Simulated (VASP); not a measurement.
Here is a VASP 6.6.1 calculation.

INCAR

```
ALGO = Normal
EDIFF = 1E-6
ENCUT = 700
GGA_COMPAT = F
ISIF = 2
ISMEAR = 0
LASPH = T
LCHARG = F
LREAL = F
LWAVE = F
NBANDS = 16
NELM = 120
PREC = Accurate
SIGMA = 0.1
```

Contents of KPOINTS:

```
k-points
0
Gamma
  10 10 10
```

Contents of POSCAR:

```
Cu
1.0
    0.0000000000      1.7598111920      1.7598111920
    1.7598111920      0.0000000000      1.7598111920
    1.7598111920      1.7598111920      0.0000000000
Cu
1
Direct
    0.0000000000      0.0000000000      0.0000000000
```

Potentials or basis: VASP PAW LDA potentials, release 64 (Cu_sv_GW).

Command:

```sh
$ cat potpaw_LDA.64/Cu_sv_GW/POTCAR > POTCAR
$ mpirun -np 1 vasp_std > vasp.out
```

Problem. What does it give for the pressure?

Solution. -4.3 GPa.
